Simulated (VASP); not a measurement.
# O (Fmmm) in VASP: notebook, part 2 of 2

VASP 6.6.1. The steps go on from the part before.

**5. Single point, LDA (11.51 Å³/atom)**

This run uses another cell than the first one, of 11.51 Å³/atom.

Input file INCAR:

```
SYSTEM = O
ALGO = Normal
EDIFF = 1E-6
ENCUT = 520
ISIF = 2
ISMEAR = -1
LASPH = .TRUE.
LCHARG = .TRUE.
LELF = .TRUE.
LREAL = .FALSE.
LVHAR = .TRUE.
LWAVE = .FALSE.
NBANDS = 13
NELM = 100
PREC = Accurate
SIGMA = 0.08
```

Input file KPOINTS:

```
k-points
0
G
  14 14 14
  0 0 0
```

Input file POSCAR:

```
O
1.0
    0.0000000000      1.9147547599      3.9501433705
    1.5215354374      0.0000000000      3.9501433705
    1.5215354374      1.9147547599      0.0000000000
O
2
Direct
    0.4210980000      0.4210980000      0.5789020000
    0.5789020000      0.5789020000      0.4210980000
```

Potentials or basis: VASP PAW LDA potentials, release 64 (O).

On the command line:

```bash
$ cat potpaw_LDA.64/O/POTCAR > POTCAR
$ mpirun -np 1 vasp_std > vasp.out
```

OUTCAR:

```text
SYSTEM = O
   EDIFF = 1E-6
   ENCUT = 520
   ISIF = 2
   ISMEAR = -1
   LASPH = .TRUE.
   LREAL = .FALSE.
   NELM = 100
   PREC = Accurate

 ion  position               nearest neighbor table
   1  0.421  0.421  0.579-   2 1.25
   2  0.579  0.579  0.421-   1 1.25

  LATTYP: Found a face centered orthorhombic cell.
 ALAT       =     3.0430708748
 B/A-ratio  =     1.2584358621
 C/A-ratio  =     2.5961560102

  Lattice vectors:

 A1 = (   0.0000000000,   1.9147547599,   3.9501433705)
 A2 = (   1.5215354374,   0.0000000000,   3.9501433705)
 A3 = (   1.5215354374,   1.9147547599,   0.0000000000)

Analysis of symmetry for initial positions (statically):
=====================================================================
 Subroutine PRICEL returns:
 Original cell was already a primitive cell.

 Routine SETGRP: Setting up the symmetry group for a
 face centered orthorhombic supercell.

 Subroutine GETGRP returns: Found  8 space group operations
 (whereof  8 operations were pure point group operations)
 out of a pool of  8 trial point group operations.

The static configuration has the point symmetry D_2h.

Analysis of symmetry for dynamics (positions and initial velocities):
=====================================================================
 Subroutine PRICEL returns:
 Original cell was already a primitive cell.

 Routine SETGRP: Setting up the symmetry group for a
 face centered orthorhombic supercell.

 Subroutine GETGRP returns: Found  8 space group operations
 (whereof  8 operations were pure point group operations)
 out of a pool of  8 trial point group operations.

The dynamic configuration has the point symmetry D_2h.

 Subroutine INISYM returns: Found  8 space group operations
 (whereof  8 operations are pure point group operations),
 and found     1 'primitive' translations

[... 115 lines left out ...]
  volume/ion in A,a.u.               =      11.51        77.66
  Fermi-wavevector in a.u.,A,eV,Ry     =   1.317617  2.489935 23.621276  1.736115
  Thomas-Fermi vector in A             =   2.447645
   LORBIT       =      0    0 simple, 1 ext, 2 COOP (PROOUT), +10 PAW based schemes
   GGA     = CA    functional components
   LHFCALC =     F    Hartree Fock is set to
   AEXX    =    0.0000 exact exchange contribution
   IVDW    =     0    specifies the selected vdW correction
   LEPSILON=     F    determine dielectric tensor
   LRPA    =     F    only Hartree local field effects (RPA)
 non-spin polarized calculation
  energy-cutoff  :      520.00
  volume of cell :       23.02
 maximum number of plane-waves:       640
 NGX is ok and might be reduce to    36
   NGX = 17   NGY = 15   NGZ =  9

 number of electron      12.0000003 magnetization

 Free energy of the ion-electron system (eV)
  ---------------------------------------------------
  ext. energy  EPLUGINS =         0.00000000
  ---------------------------------------------------
  free energy    TOTEN  =       -10.92458033 eV

  energy without entropy =      -10.90226520  energy(sigma->0) =      -10.91342276

 E-fermi :  -0.2047     XC(G=0): -10.0558

 val. band max:       -0.2107248862   @ k =  -0.2857   0.2143   0.2857
 cond. band min:      -0.2043639914   @ k =   0.2143   0.0000   0.0000
 fundamental gap:      0.0063608948
 Fermi energy:        -0.2047265742

 k-point     1 :       0.0000    0.0000    0.0000
  band No.  band energies     occupation
      1     -26.5454      2.00000
      2     -14.4982      2.00000
      3      -8.5052      2.00000
      4      -5.0661      2.00000
      5      -4.6196      2.00000
      6       0.8769      0.00000
      7       1.2560      0.00000
      8       9.2742      0.00000
      9       9.3199      0.00000
     10      11.8238      0.00000
     11      17.5701      0.00000
     12      20.2847      0.00000
     13      25.5750      0.00000
[... 354 lines left out ...]
  band No.  band energies     occupation
      1     -26.4006      2.00000
      2     -14.5455      2.00000
      3      -7.9880      2.00000
      4      -5.6424      2.00000
      5      -4.7773      2.00000
      6       0.4348      0.00067
      7       1.1642      0.00000
      8       7.4617      0.00000
      9      10.8951      0.00000
     10      12.4927      0.00000
     11      19.3670      0.00000
     12      19.9665      0.00000
     13      24.4669      0.00000

 [... further k-points ...]
[... 5 lines left out ...]
  --------------------------------------------------------------------------------------
  -------------------------------------------------------------------------------------
  Total       -0.9681374     -1.4504032     -2.6517358      0.0000000      0.0000000      0.0000000
  in kB      -67.3921818   -100.9627646   -184.5876952      0.0000000      0.0000000      0.0000000
  external PRESSURE =    -117.6475472 kB  Pullay stress =       0.0000000 kB

 VOLUME and BASIS-vectors are now :
 -----------------------------------------------------------------------------
  energy-cutoff  :      520.00
  volume of cell :       23.02
      direct lattice vectors                 reciprocal lattice vectors
     0.000000000  1.914754760  3.950143371    -0.328615416  0.261130047  0.126577684
     1.521535437  0.000000000  3.950143371     0.328615416 -0.261130047  0.126577684
     1.521535437  1.914754760  0.000000000     0.328615416  0.261130047 -0.126577684

 POSITION                                       TOTAL-FORCE (eV/Angst)
 -----------------------------------------------------------------------------------
      1.52154      1.91475      3.32679         0.000000      0.000000      1.933183
      1.52154      1.91475      4.57349         0.000000      0.000000     -1.933183
 -----------------------------------------------------------------------------------
    total drift:                                0.000000      0.000000      0.000000

  FREE ENERGIE OF THE ION-ELECTRON SYSTEM (eV)
  ---------------------------------------------------
  free  energy   TOTEN  =       -10.9245803311 eV

  energy  without entropy=      -10.9022651987  energy(sigma->0) =      -10.91342276
```

OSZICAR:

```text
N       E                     dE             d eps       ncg     rms          rms(c)
DAV:   1     0.426148485585E+02    0.42615E+02   -0.69887E+03 11442   0.868E+02
DAV:   2    -0.961312902186E+01   -0.52228E+02   -0.49998E+02 14013   0.196E+02
DAV:   3    -0.112264883272E+02   -0.16134E+01   -0.15988E+01 12849   0.319E+01
DAV:   4    -0.112319852661E+02   -0.54969E-02   -0.54968E-02 12681   0.216E+00
DAV:   5    -0.112320133663E+02   -0.28100E-04   -0.28100E-04 12891   0.131E-01    0.432E+00
DAV:   6    -0.109847374428E+02    0.24728E+00   -0.23263E-01 11978   0.420E+00    0.227E+00
DAV:   7    -0.109241699243E+02    0.60568E-01   -0.20326E-01 12323   0.385E+00    0.435E-01
DAV:   8    -0.109246787026E+02   -0.50878E-03   -0.16074E-02 11388   0.104E+00    0.550E-02
DAV:   9    -0.109245833228E+02    0.95380E-04   -0.43924E-04 12426   0.183E-01    0.245E-02
DAV:  10    -0.109245810224E+02    0.23005E-05   -0.18368E-05 12613   0.407E-02    0.653E-03
DAV:  11    -0.109245803311E+02    0.69132E-06   -0.31869E-06 11833   0.157E-02
   1 F= -.10924580E+02 E0= -.10913423E+02  d E =-.223151E-01
```

It took 3.5 min on 1 thread of Oxide Virtual Turin-like, shared host; peak memory 0.17 GiB.

What came out:

```yaml
Free_energy: -10.9246 eV
Pressure: -11.8 GPa
Largest_force: 1.933 eV/Å
Band_gap_on_the_k_mesh: zero (bands 6 and 7 overlap by 1.93 eV)
```

Forces on the atoms (eV/Å):
```
O    0.000  0.000  1.933
O    0.000  0.000 -1.933
```

Levels at points of the mesh, in eV from the Fermi level:
| k point | band 2 | band 3 | band 4 | band 5 | band 6 | band 7 | band 8 | band 9 | band 10 | band 11 |
| --- | --- | --- | --- | --- | --- | --- | --- | --- | --- | --- |
| (0.00, 0.00, 0.00) | -14.29 | -8.30 | -4.86 | -4.41 | 1.08 | 1.46 | 9.48 | 9.52 | 12.03 | 17.77 |
| (0.50, 0.00, 0.00) | -13.48 | -8.63 | -6.81 | -4.53 | -1.81 | 1.41 | 8.60 | 14.28 | 14.47 | 16.61 |
| (0.50, 0.50, 0.00) | -14.83 | -7.11 | -4.91 | -4.44 | 1.20 | 1.52 | 5.82 | 10.24 | 12.94 | 19.79 |
| (0.50, 0.00, 0.50) | -12.64 | -8.30 | -6.83 | -6.39 | -1.29 | -0.53 | 9.73 | 11.40 | 14.91 | 17.83 |
| (0.00, 0.50, 0.50) | -12.80 | -8.17 | -6.92 | -6.04 | -1.71 | -0.27 | 9.01 | 11.37 | 16.60 | 16.96 |

Caveat: the standard files for N, O and F lose accuracy on very short bonds; spin is off for a triplet molecule; the stress differs along the axes, from -18 to -7 GPa; forces of over 1 eV/Å act on the atoms, so gaps and moduli don't describe the material at rest.

**6. Summary**

| cell | gap on the mesh (eV) | pressure (GPa) | largest force (eV/Å) |
| --- | --- | --- | --- |
| a = 4.274, b = 4.122, c = 2.381 Å, angles 77.1, 70.0, 32.9°, 2 atoms | none | -3.4 | 0.34 |
| a = 4.304, b = 4.150, c = 2.398 Å, angles 77.1, 70.0, 32.9°, 2 atoms | none | -5.9 | 0.29 |
| a = 4.361, b = 4.206, c = 2.430 Å, angles 77.1, 70.0, 32.9°, 2 atoms | none | -10.0 | 1.43 |
| a = 4.390, b = 4.233, c = 2.446 Å, angles 77.1, 70.0, 32.9°, 2 atoms | none | -11.8 | 1.93 |

Alike in all rows: task single point; level LDA; potentials or basis VASP PAW LDA potentials, release 64 (O); no spin polarisation; k mesh 14 × 14 × 14; cutoff (eV) 520; smearing fermi-dirac 0.08 eV.

Caveats: the standard files for N, O and F lose accuracy on very short bonds; spin is off for a triplet molecule; forces of over 1 eV/Å act on the atoms, so gaps and moduli don't describe the material at rest (at least some runs); the stress differs along the axes, from -7 to 2 GPa (at least some runs); the cell stands under tension (at least some runs); the stress differs along the axes, from -14 to -6 GPa (at least some runs); the stress differs along the axes, from -18 to -7 GPa (at least some runs).

Total energies depend on the potentials used, so only differences within one code and one set of settings carry meaning.
